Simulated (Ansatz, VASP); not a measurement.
**Two plane-wave programs on ZrS**

```xyz
2
Lattice="0.0000 2.5594 2.5594 2.6250 -0.0656 2.6250 2.6250 2.6250 -0.0656" Properties=species:S:1:pos:R:3 pbc="T T T"
Zr    0.0000    0.0000    0.0000
S     2.6250    2.5594    2.5594
```

Change from the starting cell: strain -0.0500 x Voigt [0, 0, 0, 1, 0, 0], atoms carried along.

Alike in both runs: task single point; functional r2SCAN; k mesh 16 × 16 × 16; occupations gaussian, width 0.15 eV; no spin polarisation.

|  | VASP | Ansatz |
| --- | --- | --- |
| version | VASP 6.6.1 | Ansatz 0.2.0 |
| potentials or method | VASP PAW PBE potentials, release 64 (Zr_sv, S), cutoff 520 eV | scalar-relativistic, plane waves, PAW |
| valence electrons in the cell | 18 | 18 |

|  | VASP | Ansatz | Ansatz less VASP |
| --- | --- | --- | --- |
| gap on the k mesh at the Fermi level (eV) | none | none | - |
| pressure (GPa) | -1.9 | -1.9 | +0.01 |
| traceless stress, the component that is largest in VASP (GPa) | 1.44 | 1.46 | +0.022 |

VASP's potentials were made for PBE, not for r2SCAN. A gap of «none» marks a metal or a gap that the smearing closes. With one functional, cell and mesh, what is left measures potentials, basis and numerics.
